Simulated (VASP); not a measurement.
# NaCl: single point with PBEsol

The system is NaCl.

```
CELL_PARAMETERS angstrom
0.00000 2.83175 2.83175
2.83175 0.00000 2.83175
2.83175 2.83175 0.00000
ATOMIC_POSITIONS crystal
Na 0.00000 0.00000 0.00000
Cl 0.56243 0.43757 0.50000
```

This cell differs from its parent crystal: all Cl atoms moved -0.250 Å, as atom 2 along Cartesian [1 -1 0].

- Program: VASP 6.6.1
- Task: single point
- Functional: PBEsol
- Potentials or basis: VASP PAW PBE potentials, release 64 (Na_pv, Cl)
- Cutoff: 520 eV
- k mesh: 8 × 8 × 8
- Occupations: gaussian, width 0.05 eV
- Spin: no spin polarisation
- Dipole correction: no
- Further INCAR settings: ALGO = Normal; EDIFF = 1e-06; NBANDS = 14

```json
{
  "Pressure": "-0.1 GPa",
  "Largest force": "0.328 eV/Å",
  "Band gap on the k mesh": "4.90 eV"
}
```

Forces on the atoms (eV/Å):
```
Na  -0.232  0.232  0.000
Cl   0.232 -0.232  0.000
```

Stress tensor (GPa, compression positive):
```
 0.25  0.25  0.00
 0.25  0.25  0.00
 0.00  0.00 -0.89
```

Levels at points of the mesh, in eV from the valence-band top:
| k point | band 5 | band 6 | band 7 | band 8 | band 9 | band 10 |
| --- | --- | --- | --- | --- | --- | --- |
| (0.00, 0.00, 0.00) | -0.03 | 0.00 | 0.00 | 4.90 | 10.98 | 11.02 |
| (0.50, 0.00, 0.00) | -1.92 | -0.28 | -0.26 | 7.09 | 10.30 | 10.85 |
| (0.00, 0.00, 0.50) | -1.93 | -0.26 | -0.25 | 7.06 | 10.21 | 10.84 |
| (0.50, 0.50, 0.00) | -1.66 | -0.61 | -0.59 | 7.39 | 7.93 | 11.06 |
| (0.00, 0.50, 0.50) | -1.66 | -0.60 | -0.60 | 7.39 | 7.92 | 11.05 |

It took 86 s on 1 thread of Intel Xeon 8259CL, on a shared host, peak memory 0.19 GiB.

Caveat: the cell differs from its parent crystal (all Cl atoms moved -0.250 Å, as atom 2 along Cartesian [1 -1 0]); the PAW data sets were made with another functional, which shifts forces and pressure a little. A k mesh can miss the band edges.
